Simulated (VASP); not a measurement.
Runs of VASP 6.6.1 on Zn. The structure is that of space group Fm-3m (No. 225), or close to it. The cells are those of the table. 

| cell | gap on the mesh (eV) | pressure (GPa) |
| --- | --- | --- |
| a = 2.741 Å, angles 60.0°, 1 atom | none | -5.7 |
| a = 2.779 Å, angles 60.0°, 1 atom | none | (b) |
| a = 2.702 Å, angles 60.0°, 1 atom | none | -2.4 |
| a = 2.851 Å, angles 60.0°, 1 atom | none | (a) |
| a = 2.815 Å, angles 60.0°, 1 atom | none | -10.2 |

Alike in all rows: task single point; level LDA; potentials or basis VASP PAW LDA potentials, release 64 (Zn); no spin polarisation; k mesh 13 × 13 × 13; cutoff (eV) 520; smearing methfessel-paxton 0.05 eV.

Problem. Fill in the values left out.

Solution. (a) -11.2; (b) -8.3.

A gap of «none» marks levels without a gap at the run's occupations.
